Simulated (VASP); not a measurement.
# AlRu (Pm-3m) in VASP: a series of runs, part 2 of 2

VASP 6.6.1. Earlier steps stand in the parts before.

### Step 3. Electric field gradients, PBE

The input, INCAR:

```
ALGO = Normal
EDIFF = 1E-8
ENCUT = 400
GGA = PE
GGA_COMPAT = F
ISIF = 2
ISMEAR = -1
LASPH = T
LCHARG = F
LEFG = T
LREAL = F
LWAVE = F
NBANDS = 16
NELM = 120
PREC = Accurate
SIGMA = 0.08
```

The input, KPOINTS:

```
k-points
0
Gamma
  7 7 7
```

The input, POSCAR:

```
AlRu
1.0
    2.9916000000      0.0000000000      0.0000000000
    0.0000000000      2.9916000000      0.0000000000
    0.0000000000      0.0000000000      2.9916000000
Al Ru
1 1
Direct
    0.0000000000      0.0000000000      0.0000000000
    0.5000000000      0.5000000000      0.5000000000
```

Potentials or basis: VASP PAW PBE potentials, release 64 (Al, Ru_pv).

Run with:

```
cat potpaw_PBE.64/Al/POTCAR potpaw_PBE.64/Ru_pv/POTCAR > POTCAR
mpirun -np 1 vasp_std > vasp.out
```

OUTCAR:

```text
EDIFF = 1E-8
   ENCUT = 400
   GGA = PE
   ISIF = 2
   ISMEAR = -1
   LASPH = T
   LREAL = F
   NELM = 120
   PREC = Accurate

 ion  position               nearest neighbor table
   1  0.000  0.000  0.000-   2 2.59   2 2.59   2 2.59   2 2.59   2 2.59   2 2.59   2 2.59   2 2.59

   2  0.500  0.500  0.500-   1 2.59   1 2.59   1 2.59   1 2.59   1 2.59   1 2.59   1 2.59   1 2.59

  LATTYP: Found a simple cubic cell.
 ALAT       =     2.9916000000

  Lattice vectors:

 A1 = (   2.9916000000,   0.0000000000,   0.0000000000)
 A2 = (   0.0000000000,   2.9916000000,   0.0000000000)
 A3 = (   0.0000000000,   0.0000000000,   2.9916000000)

Analysis of symmetry for initial positions (statically):
=====================================================================
 Subroutine PRICEL returns:
 Original cell was already a primitive cell.

 Routine SETGRP: Setting up the symmetry group for a
 simple cubic supercell.

 Subroutine GETGRP returns: Found 48 space group operations
 (whereof 48 operations were pure point group operations)
 out of a pool of 48 trial point group operations.

The static configuration has the point symmetry O_h .

Analysis of symmetry for dynamics (positions and initial velocities):
=====================================================================
 Subroutine PRICEL returns:
 Original cell was already a primitive cell.

 Routine SETGRP: Setting up the symmetry group for a
 simple cubic supercell.

 Subroutine GETGRP returns: Found 48 space group operations
 (whereof 48 operations were pure point group operations)
 out of a pool of 48 trial point group operations.

The dynamic configuration has the point symmetry O_h .

 Subroutine INISYM returns: Found 48 space group operations
 (whereof 48 operations are pure point group operations),
 and found     1 'primitive' translations

----------------------------------------------------------------------------------------

                                     Primitive cell

  volume of cell :      26.7738

  direct lattice vectors                    reciprocal lattice vectors
     2.991600000  0.000000000  0.000000000     0.334269287  0.000000000  0.000000000
     0.000000000  2.991600000  0.000000000     0.000000000  0.334269287  0.000000000
     0.000000000  0.000000000  2.991600000     0.000000000  0.000000000  0.334269287

  length of vectors
     2.991600000  2.991600000  2.991600000     0.334269287  0.334269287  0.334269287

  position of ions in fractional coordinates (direct lattice)
     0.000000000  0.000000000  0.000000000
     0.500000000  0.500000000  0.500000000

  ion indices of the primitive-cell ions
   primitive index   ion index
                 1           1
                 2           2

----------------------------------------------------------------------------------------

 KPOINTS: k-points

Automatic generation of k-mesh.
 Grid dimensions read from file:
 generate k-points for:    7    7    7

 Generating k-lattice:

[... 63 lines left out ...]
   ISYM   =      2    0-nonsym 1-usesym 2-fastsym
   POTIM  = 0.5000    time-step for ionic-motion
   TEBEG  =    0.0;   TEEND  =   0.0 temperature during run
   PSTRESS=    0.0 pullay stress
   NELECT =      17.0000    total number of electrons
   NUPDOWN=      -1.0000    fix difference up-down
   EMIN   =  10.00;   EMAX   =-10.00  energy-range for DOS
   EFERMI =   0.00;   METHOD = LEGACY
   ISMEAR =    -1;   SIGMA  =   0.08  broadening in eV -4-tet -1-fermi 0-gaus
   EFERMI_NEDOS =   21; number of points for ismear=-14 and -15
   IALGO  =     38    algorithm
   IMIX   =      4    mixing-type and parameters
     AMIX     =   0.40;   BMIX     =  1.00
     AMIX_MAG =   1.60;   BMIX_MAG =  1.00
  volume/ion in A,a.u.               =      13.39        90.34
  Fermi-wavevector in a.u.,A,eV,Ry     =   1.407087  2.659009 26.938090  1.979894
  Thomas-Fermi vector in A             =   2.529382
   LORBIT       =      0    0 simple, 1 ext, 2 COOP (PROOUT), +10 PAW based schemes
   GGA     = PE    functional components
   LHFCALC =     F    Hartree Fock is set to
   AEXX    =    0.0000 exact exchange contribution
   IVDW    =     0    specifies the selected vdW correction
   LEPSILON=     F    determine dielectric tensor
   LRPA    =     F    only Hartree local field effects (RPA)
 non-spin polarized calculation
  energy-cutoff  :      400.00
  volume of cell :       26.77
 maximum number of plane-waves:       497
 NGX is ok and might be reduce to    20
   NGX =  9   NGY =  9   NGZ =  9

 number of electron      16.9999981 magnetization

 Free energy of the ion-electron system (eV)
  ---------------------------------------------------
  ext. energy  EPLUGINS =         0.00000000
  ---------------------------------------------------
  free energy    TOTEN  =       -14.28351240 eV

  energy without entropy =      -14.24567798  energy(sigma->0) =      -14.26459519

 E-fermi :  10.7526     XC(G=0): -12.5655

 val. band max:       10.6755034968   @ k =   0.2857   0.1429   0.0000
 cond. band min:      10.7696746565   @ k =   0.4286   0.4286   0.1429
 fundamental gap:      0.0941711597
 Fermi energy:        10.7525909425

 k-point     1 :       0.0000    0.0000    0.0000
  band No.  band energies     occupation
      1     -31.0416      2.00000
      2     -31.0416      2.00000
      3     -31.0416      2.00000
      4       1.0424      2.00000
      5       7.1534      2.00000
      6       7.1534      2.00000
[... 357 lines left out ...]
      3     -31.1938      2.00000
      4       5.9029      2.00000
      5       6.2732      2.00000
      6       6.2732      2.00000
[... 8 lines left out ...]
     15      19.9831      0.00000
     16      22.8597      0.00000

------------------------ aborting loop because EDIFF is reached ----------------------------------------

  FORCE on cell =-STRESS in cart. coord.  units (eV):
  Direction    XX          YY          ZZ          XY          YZ          ZX
  --------------------------------------------------------------------------------------
  -------------------------------------------------------------------------------------
  Total        0.3587863      0.3587863      0.3587863      0.0000000      0.0000000     -0.0000000
  in kB       21.4701909     21.4701909     21.4701909      0.0000000      0.0000000     -0.0000000
  external PRESSURE =      21.4701909 kB  Pullay stress =       0.0000000 kB

 VOLUME and BASIS-vectors are now :
 -----------------------------------------------------------------------------
  energy-cutoff  :      400.00
  volume of cell :       26.77
      direct lattice vectors                 reciprocal lattice vectors
     2.991600000  0.000000000  0.000000000     0.334269287  0.000000000  0.000000000
     0.000000000  2.991600000  0.000000000     0.000000000  0.334269287  0.000000000
     0.000000000  0.000000000  2.991600000     0.000000000  0.000000000  0.334269287

 POSITION                                       TOTAL-FORCE (eV/Angst)
 -----------------------------------------------------------------------------------
      0.00000      0.00000      0.00000         0.000000      0.000000      0.000000
      1.49580      1.49580      1.49580         0.000000      0.000000      0.000000
 -----------------------------------------------------------------------------------
    total drift:                               -0.000000      0.000000      0.000000

  FREE ENERGIE OF THE ION-ELECTRON SYSTEM (eV)
  ---------------------------------------------------
  free  energy   TOTEN  =       -14.2835123967 eV

  energy  without entropy=      -14.2456779786  energy(sigma->0) =      -14.26459519

 Electric field gradients (V/A^2)
---------------------------------------------------------------------
 ion       V_xx      V_yy      V_zz      V_xy      V_xz      V_yz
---------------------------------------------------------------------
   1       0.000     0.000    -0.000     0.000     0.000     0.000
   2       0.000    -0.000     0.000    -0.000     0.000     0.000
---------------------------------------------------------------------

 Electric field gradients after diagonalization (V/A^2)
 (convention: |V_zz| > |V_xx| > |V_yy|)
----------------------------------------------------------------------
 ion       V_xx      V_yy      V_zz     asymmetry (V_yy - V_xx)/ V_zz
----------------------------------------------------------------------
   1       0.000     0.000    -0.000       0.522
   2       0.000    -0.000     0.000      -0.930
----------------------------------------------------------------------

           NMR quadrupolar parameters

 Cq : quadrupolar parameter    Cq=e*Q*V_zz/h
 eta: asymmetry parameters     (V_yy - V_xx)/ V_zz
 Q  : nuclear electric quadrupole moment in mb (millibarn)
----------------------------------------------------------------------
 ion       Cq(MHz)       eta       Q (mb)
----------------------------------------------------------------------
   1      -0.000       0.522       1.000
   2       0.000      -0.930       1.000
----------------------------------------------------------------------
```

OSZICAR:

```text
N       E                     dE             d eps       ncg     rms          rms(c)
DAV:   1     0.894051265508E+02    0.89405E+02   -0.81692E+03   688   0.801E+02
DAV:   2    -0.135922491757E+02   -0.10300E+03   -0.98209E+02   760   0.254E+02
DAV:   3    -0.149549209181E+02   -0.13627E+01   -0.13593E+01   848   0.308E+01
DAV:   4    -0.149639227641E+02   -0.90018E-02   -0.89892E-02   752   0.261E+00
DAV:   5    -0.149640695529E+02   -0.14679E-03   -0.14624E-03   808   0.307E-01    0.122E+01
DAV:   6    -0.143760240329E+02    0.58805E+00   -0.23784E+00   680   0.164E+01    0.243E+00
DAV:   7    -0.142972755080E+02    0.78749E-01   -0.19957E-01   688   0.491E+00    0.212E+00
DAV:   8    -0.142837201574E+02    0.13555E-01   -0.17770E-02   736   0.114E+00    0.200E-01
DAV:   9    -0.142835174111E+02    0.20275E-03   -0.42880E-04   792   0.188E-01    0.133E-01
DAV:  10    -0.142835142272E+02    0.31840E-05   -0.28877E-05   720   0.564E-02    0.985E-03
DAV:  11    -0.142835129339E+02    0.12932E-05   -0.68454E-07   808   0.762E-03    0.470E-03
DAV:  12    -0.142835123905E+02    0.54340E-06   -0.64979E-08   760   0.266E-03    0.235E-04
DAV:  13    -0.142835123967E+02   -0.61812E-08   -0.61146E-10   440   0.255E-04
   1 F= -.14283512E+02 E0= -.14264595E+02  d E =-.378344E-01
```

stdout:

```text
POSCAR found type information on POSCAR AlRu
 POSCAR found :  2 types and       2 ions
 scaLAPACK will be used
 LDA part: xc-table for (Slater+PW92), standard interpolation
 POSCAR, INCAR and KPOINTS ok, starting setup
 FFT: planning ... GRIDC
 FFT: planning ... GRID_SOFT
 FFT: planning ... GRID
 WAVECAR not read
 entering main loop
ion   1

ion   2
```

Wall time 18 s (1 thread of AMD EPYC, shared host); peak memory 0.09 GiB.

What came out:

```
Free energy                             : -14.2835 eV
Pressure                                : 2.1 GPa
Band gap on the k mesh                  : zero (an odd number of electrons rules out a gap without spin polarisation)
Largest electric field gradient by atom : under 0.05 V/Å² on every atom
```

Levels at points of the mesh, in eV from the Fermi level:
```csv
k point,band 7,band 8,band 9,band 10,band 11,band 12
"(0.00, 0.00, 0.00)",0.15,0.15,0.15,6.04,6.04,6.04
```

The gap in the log of VASP goes by the Fermi energy; the results here count the filled bands.